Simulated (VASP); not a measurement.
# Al (Im-3m) in VASP: notebook

Runs on Al. Level: PBEsol. Tasks: single point.

Program: VASP 6.6.1. These are calculated values, not measurements. Logs are shortened: lines on timing, memory, paths and dates and some standing lists are left out, and cuts for length are marked.

## Step 1: The cell of the first run

Symmetry: Im-3m, No. 229, cubic system. The conventional cell has a = 3.023 Å, b = 3.023 Å, c = 3.023 Å, α = 90.00°, β = 90.00°, γ = 90.00°. Within 3.5 Å of Al (site symmetry m-3m) lie 14 Al at 2.62 to 3.02 Å.

## Step 2: Single point, PBEsol (strain -0.050 along x and y, -0.050 along z)

Contents of INCAR:

```
  ALGO = Normal
  EDIFF = 1E-6
  ENCUT = 520
  GGA = PS
  ISIF = 2
  ISMEAR = 0
  LASPH = T
  LCHARG = T
  LELF = T
  LREAL = F
  LVHAR = T
  LWAVE = F
  NBANDS = 8
  NELM = 100
  PREC = Accurate
  SIGMA = 0.15
```

Contents of KPOINTS:

```
k-points
0
Gamma
  20 20 20
```

Contents of POSCAR:

```
Al
1.0
   -1.5116577555      1.5116577555      1.5116577555
    1.5116577555     -1.5116577555      1.5116577555
    1.5116577555      1.5116577555     -1.5116577555
Al
1
Direct
    0.0000000000      0.0000000000      0.0000000000
```

Potentials or basis: VASP PAW PBE potentials, release 64 (Al).

Command:

```bash
$ cat potpaw_PBE.64/Al/POTCAR > POTCAR
$ mpirun -np 1 vasp_std > vasp.out
```

OUTCAR:

```text
EDIFF = 1E-6
   ENCUT = 520
   GGA = PS
   ISIF = 2
   ISMEAR = 0
   LASPH = T
   LREAL = F
   NELM = 100
   PREC = Accurate

 ion  position               nearest neighbor table
   1  0.000  0.000  0.000-

  LATTYP: Found a body centered cubic cell.
 ALAT       =     3.0233155110

  Lattice vectors:

 A1 = (  -1.5116577555,   1.5116577555,   1.5116577555)
 A2 = (   1.5116577555,  -1.5116577555,   1.5116577555)
 A3 = (   1.5116577555,   1.5116577555,  -1.5116577555)

Analysis of symmetry for initial positions (statically):
=====================================================================
 Subroutine PRICEL returns:
 Original cell was already a primitive cell.

 Routine SETGRP: Setting up the symmetry group for a
 body centered cubic supercell.

 Subroutine GETGRP returns: Found 48 space group operations
 (whereof 48 operations were pure point group operations)
 out of a pool of 48 trial point group operations.

The static configuration has the point symmetry O_h .

Analysis of symmetry for dynamics (positions and initial velocities):
=====================================================================
 Subroutine PRICEL returns:
 Original cell was already a primitive cell.

 Routine SETGRP: Setting up the symmetry group for a
 body centered cubic supercell.

 Subroutine GETGRP returns: Found 48 space group operations
 (whereof 48 operations were pure point group operations)
 out of a pool of 48 trial point group operations.

The dynamic configuration has the point symmetry O_h .

 Subroutine INISYM returns: Found 48 space group operations
 (whereof 48 operations are pure point group operations),
 and found     1 'primitive' translations

----------------------------------------------------------------------------------------

                                     Primitive cell

  volume of cell :      13.8172

  direct lattice vectors                    reciprocal lattice vectors
    -1.511657755  1.511657755  1.511657755     0.000000000  0.330762700  0.330762700
     1.511657755 -1.511657755  1.511657755     0.330762700  0.000000000  0.330762700
     1.511657755  1.511657755 -1.511657755     0.330762700  0.330762700  0.000000000

  length of vectors
     2.618268036  2.618268036  2.618268036     0.467769096  0.467769096  0.467769096

  position of ions in fractional coordinates (direct lattice)
     0.000000000  0.000000000  0.000000000

  ion indices of the primitive-cell ions
   primitive index   ion index
                 1           1

----------------------------------------------------------------------------------------

 KPOINTS: k-points

Automatic generation of k-mesh.
 Grid dimensions read from file:
 generate k-points for:   20   20   20

 Generating k-lattice:

  Cartesian coordinates                     Fractional coordinates (reciprocal lattice)
     0.000000000  0.016538135  0.016538135     0.050000000  0.000000000  0.000000000
     0.016538135  0.000000000  0.016538135     0.000000000  0.050000000  0.000000000
     0.016538135  0.016538135  0.000000000     0.000000000  0.000000000  0.050000000

  Length of vectors
     0.023388455  0.023388455  0.023388455

  Shift w.r.t. Gamma in fractional coordinates (k-lattice)
     0.000000000  0.000000000  0.000000000

 Subroutine IBZKPT returns following result:
 ===========================================

 Found    256 irreducible k-points:

 Following reciprocal coordinates:
            Coordinates               Weight
  0.000000  0.000000  0.000000      1.000000
  0.050000  0.000000  0.000000     12.000000
  0.100000  0.000000  0.000000     12.000000
  0.150000  0.000000  0.000000     12.000000
  0.200000  0.000000  0.000000     12.000000
  0.250000  0.000000  0.000000     12.000000
[... 16 lines left out ...]
  0.200000  0.100000  0.000000     48.000000
  0.250000  0.100000  0.000000     48.000000
 [... further k-points ...]
   k-points           NKPTS =    256   k-points in BZ     NKDIM =    256   number of bands    NBANDS=      8
   number of dos      NEDOS =    301   number of ions     NIONS =      1
   total plane-waves  NPLWV =   8000
   dimension x,y,z NGX =    20 NGY =   20 NGZ =   20
   dimension x,y,z NGXF=    40 NGYF=   40 NGZF=   40
   ions per type =               1
   NGX,Y,Z   is equivalent  to a cutoff of  12.70, 12.70, 12.70 a.u.
   NGXF,Y,Z  is equivalent  to a cutoff of  25.40, 25.40, 25.40 a.u.
 SYSTEM =  unknown system
   PREC   = accura    normal or accurate (medium, high low for compatibility)
   ISTART =      0    job   : 0-new  1-cont  2-samecut
   ICHARG =      2    charge: 1-file 2-atom 10-const
   ISPIN  =      1    spin polarized calculation?
   LNONCOLLINEAR =      F non collinear calculations
   LSORBIT =      F    spin-orbit coupling
   LASPH  =      T    aspherical Exc in radial PAW
   ENCUT  =  520.0 eV  38.22 Ry    6.18 a.u.   4.87  4.87  4.87*2*pi/ulx,y,z
   NELM   =    100;   NELMIN=  2; NELMDL= -5     # of ELM steps
   EDIFF  = 0.1E-05   stopping-criterion for ELM
   LREAL  =      F    real-space projection
   EDIFFG = 0.1E-04   stopping-criterion for IOM
   NSW    =      0    number of steps for IOM
   IBRION =     -1    ionic relax: 0-MD 1-quasi-New 2-CG
   NFREE  =      0    steps in history (QN), initial steepest desc. (CG)
   ISIF   =      2    stress and relaxation
   ISYM   =      2    0-nonsym 1-usesym 2-fastsym
   POTIM  = 0.5000    time-step for ionic-motion
   TEBEG  =    0.0;   TEEND  =   0.0 temperature during run
   PSTRESS=    0.0 pullay stress
   NELECT =       3.0000    total number of electrons
   NUPDOWN=      -1.0000    fix difference up-down
   EMIN   =  10.00;   EMAX   =-10.00  energy-range for DOS
   EFERMI =   0.00;   METHOD = LEGACY
   ISMEAR =     0;   SIGMA  =   0.15  broadening in eV -4-tet -1-fermi 0-gaus
   EFERMI_NEDOS =   21; number of points for ismear=-14 and -15
   IALGO  =     38    algorithm
   IMIX   =      4    mixing-type and parameters
     AMIX     =   0.40;   BMIX     =  1.00
     AMIX_MAG =   1.60;   BMIX_MAG =  1.00
  volume/ion in A,a.u.               =      13.82        93.24
  Fermi-wavevector in a.u.,A,eV,Ry     =   0.983955  1.859405 13.172710  0.968167
  Thomas-Fermi vector in A             =   2.115151
   LORBIT       =      0    0 simple, 1 ext, 2 COOP (PROOUT), +10 PAW based schemes
   GGA     = PS    functional components
   LHFCALC =     F    Hartree Fock is set to
   AEXX    =    0.0000 exact exchange contribution
   IVDW    =     0    specifies the selected vdW correction
   LEPSILON=     F    determine dielectric tensor
   LRPA    =     F    only Hartree local field effects (RPA)
 non-spin polarized calculation
 Gauss-broadening in eV      SIGMA  =   0.15
  energy-cutoff  :      520.00
  volume of cell :       13.82
 maximum number of plane-waves:       386
   NGX =  9   NGY =  9   NGZ =  9

 number of electron       3.0000000 magnetization

 Free energy of the ion-electron system (eV)
  ---------------------------------------------------
  ext. energy  EPLUGINS =         0.00000000
  ---------------------------------------------------
  free energy    TOTEN  =        -3.84938176 eV

  energy without entropy =       -3.84385984  energy(sigma->0) =       -3.84662080

 E-fermi :   9.9460     XC(G=0): -10.9272

 val. band max:        9.9168707864   @ k =  -0.4000  -0.4000   0.1500
 cond. band min:       9.9605955863   @ k =  -0.3000   0.5000   0.1000
 fundamental gap:      0.0437247999
 Fermi energy:         9.9460139294

 k-point     1 :       0.0000    0.0000    0.0000
  band No.  band energies     occupation
      1      -2.4804      2.00000
      2      24.3010      0.00000
      3      24.3010      0.00000
      4      24.3010      0.00000
      5      27.4412      0.00000
      6      27.4412      0.00000
      7      27.4412      0.00000
      8      27.6642      0.00000

 k-point     2 :       0.0500    0.0000    0.0000
  band No.  band energies     occupation
      1      -2.3996      2.00000
      2      23.4460      0.00000
      3      23.9233      0.00000
      4      23.9462      0.00000
      5      26.5877      0.00000
      6      26.8413      0.00000
      7      27.6809      0.00000
      8      27.9518      0.00000

 k-point     3 :       0.1000    0.0000    0.0000
  band No.  band energies     occupation
      1      -2.1573      2.00000
      2      21.4684      0.00000
      3      23.1359      0.00000
      4      23.1643      0.00000
      5      25.5380      0.00000
      6      26.1771      0.00000
      7      27.9535      0.00000
      8      28.4791      0.00000

 k-point     4 :       0.1500    0.0000    0.0000
  band No.  band energies     occupation
      1      -1.7546      2.00000
      2      19.1900      0.00000
      3      22.2032      0.00000
      4      22.3684      0.00000
      5      24.5486      0.00000
      6      25.6047      0.00000
      7      28.3945      0.00000
      8      28.8167      0.00000

 k-point     5 :       0.2000    0.0000    0.0000
  band No.  band energies     occupation
      1      -1.1932      2.00000
      2      16.9049      0.00000
      3      21.3059      0.00000
      4      21.6399      0.00000
      5      23.6703      0.00000
      6      25.0334      0.00000
      7      28.9947      0.00000
      8      29.2355      0.00000
[... 177 lines left out ...]
 k-point    22 :       0.1500    0.1000    0.0000
  band No.  band energies     occupation
      1      -0.9534      2.00000
      2      17.0201      0.00000
      3      18.5814      0.00000
      4      21.3972      0.00000
      5      24.7274      0.00000
      6      26.0153      0.00000
      7      28.4623      0.00000
      8      30.0734      0.00000

 k-point    23 :       0.2000    0.1000    0.0000
  band No.  band energies     occupation
      1      -0.2371      2.00000
      2      14.8633      0.00000
      3      17.7749      0.00000
      4      20.7244      0.00000
      5      24.1070      0.00000
      6      26.1327      0.00000
      7      28.3363      0.00000
      8      31.3272      0.00000

 k-point    24 :       0.2500    0.1000    0.0000
  band No.  band energies     occupation
      1       0.6321      2.00000
      2      12.7849      0.00000
      3      17.1214      0.00000
      4      20.1563      0.00000
      5      23.5411      0.00000
      6      26.0588      0.00000
      7      28.6198      0.00000
      8      32.4172      0.00000

 [... further k-points ...]

------------------------ aborting loop because EDIFF is reached ----------------------------------------

  FORCE on cell =-STRESS in cart. coord.  units (eV):
  Direction    XX          YY          ZZ          XY          YZ          ZX
  --------------------------------------------------------------------------------------
  -------------------------------------------------------------------------------------
  Total        1.7036550      1.7036550      1.7036550      0.0000000      0.0000000     -0.0000000
  in kB      197.5476290    197.5476290    197.5476290      0.0000000      0.0000000     -0.0000000
  external PRESSURE =     197.5476290 kB  Pullay stress =       0.0000000 kB

 VOLUME and BASIS-vectors are now :
 -----------------------------------------------------------------------------
  energy-cutoff  :      520.00
  volume of cell :       13.82
      direct lattice vectors                 reciprocal lattice vectors
    -1.511657755  1.511657755  1.511657755     0.000000000  0.330762700  0.330762700
     1.511657755 -1.511657755  1.511657755     0.330762700  0.000000000  0.330762700
     1.511657755  1.511657755 -1.511657755     0.330762700  0.330762700  0.000000000

 POSITION                                       TOTAL-FORCE (eV/Angst)
 -----------------------------------------------------------------------------------
      0.00000      0.00000      0.00000         0.000000      0.000000     -0.000000
 -----------------------------------------------------------------------------------
    total drift:                                0.000000      0.000000      0.000000

  FREE ENERGIE OF THE ION-ELECTRON SYSTEM (eV)
  ---------------------------------------------------
  free  energy   TOTEN  =        -3.8493817613 eV

  energy  without entropy=       -3.8438598446  energy(sigma->0) =       -3.84662080
```

It took 11 s on 1 thread of Intel Xeon Platinum 8488C (Sapphire Rapids), shared host; peak memory 0.13 GiB.

What came out:

| Property | Result |
| --- | --- |
| Free energy | -3.8494 eV |
| Pressure | 19.8 GPa |

Caveat: the cell differs from its parent crystal (strain -0.050 along x and y, -0.050 along z); the PAW data sets were made with another functional, which shifts forces and pressure a little.

## Step 3: Single point, PBEsol (strain -0.025 along x and y, -0.025 along z)

Contents of INCAR:

```
SYSTEM = Al
PREC = Accurate ; ENCUT = 520
EDIFF = 1E-6 ; ISMEAR = 0
SIGMA = 0.15 ; LREAL = .FALSE.
LASPH = .TRUE. ; NELM = 60
ALGO = Fast ; ISIF = 2
LWAVE = .FALSE. ; LCHARG = .FALSE.
GGA = PS ; NBANDS = 8
```

Contents of KPOINTS:

```
Automatic mesh
0
G
  20 20 20
  0 0 0
```

Contents of POSCAR:

```
Al
1.0
   -1.5514382228      1.5514382228      1.5514382228
    1.5514382228     -1.5514382228      1.5514382228
    1.5514382228      1.5514382228     -1.5514382228
Al
1
Direct
    0.0000000000      0.0000000000      0.0000000000
```

Potentials or basis: VASP PAW PBE potentials, release 64 (Al).

Command:

```bash
$ cat potpaw_PBE.64/Al/POTCAR > POTCAR
$ mpirun -np 1 vasp_std > vasp.out
```

Wall time 13 s (1 thread of Intel Xeon Platinum 8488C (Sapphire Rapids), shared host); peak memory 0.14 GiB.

The run converged. Its results:

```
Free energy : -3.9501 eV
Pressure    : 9.6 GPa
```

Levels at points of the mesh, in eV from the Fermi level:
```
           k point  band 1  band 2  band 3  band 4  band 5  band 6
(0.00, 0.00, 0.00)  -11.84   13.85   13.85   13.85   16.20   16.20
(0.50, 0.00, 0.00)   -4.71   -3.98    8.48    8.94   10.67   12.28
(0.50, 0.50, 0.50)    2.04    2.04    2.04    2.80    2.80    6.83
```

Caveat: the cell differs from its parent crystal (strain -0.025 along x and y, -0.025 along z); the PAW data sets were made with another functional, which shifts forces and pressure a little.
